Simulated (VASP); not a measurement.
# Cd7S (P-3m1) in VASP: relaxation of shape and atoms at fixed volume with PBE

Aim: the relaxation of shape and atoms at fixed volume of Cd7S with PBE.

All numbers are computed with VASP 6.6.1; they aren't measurements. Logs are shortened: lines on timing, memory, paths and dates and some standing lists are left out, and cuts for length are marked.

### 1 The cell of the first run

Symmetry: P-3m1, No. 164, trigonal system. Conventional cell: a = 3.577 Å, b = 3.577 Å, c = 16.781 Å, α = 90.00°, β = 90.00°, γ = 120.00°. Cd (site symmetry 3m) has 3 S at 2.67 Å and 9 Cd at 3.01 to 3.58 Å within 3.6 Å. Cd (site symmetry 3m) has 12 Cd at 3.01 to 3.58 Å within 4.0 Å. Within 4.0 Å of Cd (site symmetry 3m) lie 12 Cd at 3.05 to 3.58 Å. Within 4.0 Å of Cd (site symmetry -3m) lie 12 Cd at 3.07 to 3.58 Å. Within 3.6 Å of S (site symmetry -3m) lie 6 Cd at 2.67 Å and 6 S at 3.58 Å.

### 2 Relaxation of shape and atoms at fixed volume, PBE (23.24 Å³/atom)

The input, INCAR:

```
ALGO = Fast
EDIFF = 1E-6
EDIFFG = -0.01
ENCUT = 600
GGA = PE
IBRION = 2
ISIF = 4
ISMEAR = 0
LASPH = T
LCHARG = F
LREAL = F
LWAVE = F
NELM = 60
NSW = 50
PREC = Accurate
SIGMA = 0.1
```

The input, KPOINTS:

```
k-points
0
Gamma
  12 12 2
```

The input, POSCAR:

```
Cd7S
1.0
    3.5767197963      0.0000000000      0.0000000000
   -1.7883598982      3.0975302058      0.0000000000
    0.0000000000      0.0000000000     16.7806727588
Cd S
7 1
Direct
    0.6666666667      0.3333333333      0.8995208236
    0.3333333333      0.6666666667      0.1004791764
    0.3333333333      0.6666666667      0.7688043952
    0.6666666667      0.3333333333      0.6353817555
    0.6666666667      0.3333333333      0.2311956048
    0.3333333333      0.6666666667      0.3646182445
    0.0000000000      0.0000000000      0.5000000000
    0.0000000000      0.0000000000      0.0000000000
```

Potentials or basis: VASP PAW PBE potentials, release 64 (Cd, S).

Command:

```
$ cat potpaw_PBE.64/Cd/POTCAR potpaw_PBE.64/S/POTCAR > POTCAR
$ mpirun -np 1 vasp_std > vasp.out
```

OUTCAR:

```text
EDIFF = 1E-6
   EDIFFG = -0.01
   ENCUT = 600
   GGA = PE
   IBRION = 2
   ISIF = 4
   ISMEAR = 0
   LASPH = T
   LREAL = F
   NELM = 60
   NSW = 50
   PREC = Accurate

 ion  position               nearest neighbor table
   1  0.667  0.333  0.900-   8 2.67   8 2.67   8 2.67   3 3.01   3 3.01   3 3.01
   2  0.333  0.667  0.100-   8 2.67   8 2.67   8 2.67   5 3.01   5 3.01   5 3.01
   3  0.333  0.667  0.769-   1 3.01   1 3.01   1 3.01   4 3.05   4 3.05   4 3.05
   4  0.667  0.333  0.635-   3 3.05   3 3.05   3 3.05   7 3.07   7 3.07   7 3.07
   5  0.667  0.333  0.231-   2 3.01   2 3.01   2 3.01   6 3.05   6 3.05   6 3.05
   6  0.333  0.667  0.365-   5 3.05   5 3.05   5 3.05   7 3.07   7 3.07   7 3.07
   7  0.000  0.000  0.500-   4 3.07   6 3.07   4 3.07   6 3.07   4 3.07   6 3.07
   8  0.000  0.000  0.000-   1 2.67   2 2.67   1 2.67   2 2.67   1 2.67   2 2.67

  LATTYP: Found a hexagonal cell.
 ALAT       =     3.5767197963
 C/A-ratio  =     4.6916375099

  Lattice vectors:

 A1 = (   3.5767197963,   0.0000000000,   0.0000000000)
 A2 = (  -1.7883598982,   3.0975302058,   0.0000000000)
 A3 = (   0.0000000000,   0.0000000000,  16.7806727588)

Analysis of symmetry for initial positions (statically):
=====================================================================
 Subroutine PRICEL returns:
 Original cell was already a primitive cell.

 Routine SETGRP: Setting up the symmetry group for a
 hexagonal supercell.

 Subroutine GETGRP returns: Found 12 space group operations
 (whereof 12 operations were pure point group operations)
 out of a pool of 24 trial point group operations.

The static configuration has the point symmetry D_3d.

Analysis of symmetry for dynamics (positions and initial velocities):
=====================================================================
 Subroutine PRICEL returns:
 Original cell was already a primitive cell.

 Routine SETGRP: Setting up the symmetry group for a
 hexagonal supercell.

 Subroutine GETGRP returns: Found 12 space group operations
 (whereof 12 operations were pure point group operations)
 out of a pool of 24 trial point group operations.

The dynamic configuration has the point symmetry D_3d.

 Subroutine INISYM returns: Found 12 space group operations
 (whereof 12 operations are pure point group operations),
 and found     1 'primitive' translations

----------------------------------------------------------------------------------------

                                     Primitive cell

  volume of cell :     185.9130

  direct lattice vectors                    reciprocal lattice vectors
[... 121 lines left out ...]
  Fermi-wavevector in a.u.,A,eV,Ry     =   1.285442  2.429133 22.481728  1.652360
  Thomas-Fermi vector in A             =   2.417576
   LORBIT       =      0    0 simple, 1 ext, 2 COOP (PROOUT), +10 PAW based schemes
   GGA     = PE    functional components
   LHFCALC =     F    Hartree Fock is set to
   AEXX    =    0.0000 exact exchange contribution
   IVDW    =     0    specifies the selected vdW correction
   LEPSILON=     F    determine dielectric tensor
   LRPA    =     F    only Hartree local field effects (RPA)
 conjugate gradient relaxation of ions
 non-spin polarized calculation
 RMM-DIIS sequential band-by-band and
 Gauss-broadening in eV      SIGMA  =   0.10
  energy-cutoff  :      600.00
  volume of cell :      185.91
 maximum number of plane-waves:      6252
 NGX is ok and might be reduce to    30
   NGX = 15   NGY = 15   NGZ = 67

--------------------------------------- Ionic step        1  -------------------------------------------

 number of electron      89.9999975 magnetization

 Free energy of the ion-electron system (eV)
  ---------------------------------------------------
  ext. energy  EPLUGINS =         0.00000000
  ---------------------------------------------------
  free energy    TOTEN  =        -9.66966067 eV

  energy without entropy =       -9.65911500  energy(sigma->0) =       -9.66438784

------------------------ aborting loop because EDIFF is reached ----------------------------------------

  FORCE on cell =-STRESS in cart. coord.  units (eV):
  Direction    XX          YY          ZZ          XY          YZ          ZX
  --------------------------------------------------------------------------------------
  -------------------------------------------------------------------------------------
  Total        1.5142045      1.5142045      2.3129487     -0.0000000     -0.0000000      0.0000000
  in kB       13.0492422     13.0492422     19.9327284     -0.0000000     -0.0000000      0.0000000
  external PRESSURE =      15.3437376 kB  Pullay stress =       0.0000000 kB
[... 107 lines left out ...]
  FREE ENERGIE OF THE ION-ELECTRON SYSTEM (eV)
  ---------------------------------------------------
  free  energy   TOTEN  =        -9.6752495863 eV

  energy  without entropy=       -9.6654592545  energy(sigma->0) =       -9.67035442

[... ionic steps 4 to 7 ...]

--------------------------------------- Ionic step        8  -------------------------------------------

 number of electron      89.9999980 magnetization

------------------------ aborting loop because EDIFF is reached ----------------------------------------
[... 79 lines left out ...]
--------------------------------------- Ionic step       10  -------------------------------------------

 number of electron      89.9999980 magnetization

 Free energy of the ion-electron system (eV)
  ---------------------------------------------------
  ext. energy  EPLUGINS =         0.00000000
  ---------------------------------------------------
  free energy    TOTEN  =        -9.67587266 eV

  energy without entropy =       -9.66604535  energy(sigma->0) =       -9.67095900

 E-fermi :   2.4689     XC(G=0): -10.4189

 val. band max:        2.4566440602   @ k =   0.2500   0.2500   0.5000
 cond. band min:       2.5170293879   @ k =   0.4167   0.1667   0.5000
 fundamental gap:      0.0603853277
 Fermi energy:         2.4689039473

 k-point     1 :       0.0000    0.0000    0.0000
  band No.  band energies     occupation
      1     -11.1681      2.00000
      2      -6.7474      2.00000
      3      -6.7104      2.00000
      4      -6.6642      2.00000
      5      -6.6642      2.00000
      6      -6.5947      2.00000
[... 1357 lines left out ...]
     53       7.3632      0.00000
     54       8.0500      0.00000

 [... further k-points ...]
[... 5 lines left out ...]
  --------------------------------------------------------------------------------------
  -------------------------------------------------------------------------------------
  Total        1.4365308      1.4365308      1.4291290     -0.0000000     -0.0000000     -0.0000000
  in kB       12.3798587     12.3798587     12.3160706     -0.0000000     -0.0000000     -0.0000000
  external PRESSURE =      12.3585960 kB  Pullay stress =       0.0000000 kB
[... 23 lines left out ...]
  FREE ENERGIE OF THE ION-ELECTRON SYSTEM (eV)
  ---------------------------------------------------
  free  energy   TOTEN  =        -9.6758726579 eV

  energy  without entropy=       -9.6660453482  energy(sigma->0) =       -9.67095900

 reached required accuracy - stopping structural energy minimisation
```

Run time: 53 min. Hardware: 1 thread of Oxide Virtual Turin-like, shared host; peak memory 0.55 GiB.

Results:

```
Free energy                  : -9.6759 eV
Energy gained by relaxing    : 0.8 meV/atom
Ionic steps                  : 10
Pressure after relaxing      : 1.2 GPa
Largest force after relaxing : 0.003 eV/Å
Band gap on the k mesh       : zero (bands 45 and 46 overlap by 1.82 eV)
```

Forces on the atoms (eV/Å):
```
Cd   0.000  0.000 -0.003
Cd   0.000  0.000  0.003
Cd   0.000  0.000 -0.001
Cd   0.000  0.000 -0.003
Cd   0.000  0.000  0.001
Cd   0.000  0.000  0.003
Cd   0.000  0.000  0.000
S    0.000  0.000  0.000
```

Step by step:
```tsv
step	energy change (eV)	largest force (eV/Å)	pressure (GPa)	volume (Å³)
1	0.0000	0.1370	1.53	185.91
2	-0.0035	0.0746	1.42	185.91
3	-0.0056	0.0390	1.25	185.91
4	-0.0056	0.0385	1.26	185.91
5	-0.0058	0.0252	1.25	185.91
6	-0.0060	0.0141	1.25	185.91
7	-0.0059	0.0260	1.23	185.91
8	-0.0060	0.0162	1.24	185.91
9	-0.0061	0.0111	1.24	185.91
10	-0.0062	0.0035	1.24	185.91
```

Final structure:
```
CELL_PARAMETERS angstrom
3.56135 0.00000 0.00000
-1.78067 3.08422 0.00000
0.00000 0.00000 16.92584
ATOMIC_POSITIONS crystal
Cd 0.66667 0.33333 0.89852
Cd 0.33333 0.66667 0.10148
Cd 0.33333 0.66667 0.76792
Cd 0.66667 0.33333 0.63487
Cd 0.66667 0.33333 0.23208
Cd 0.33333 0.66667 0.36513
Cd 0.00000 0.00000 0.50000
S 0.00000 0.00000 0.00000
```

The gap in the log of VASP goes by the Fermi energy; the results here count the filled bands.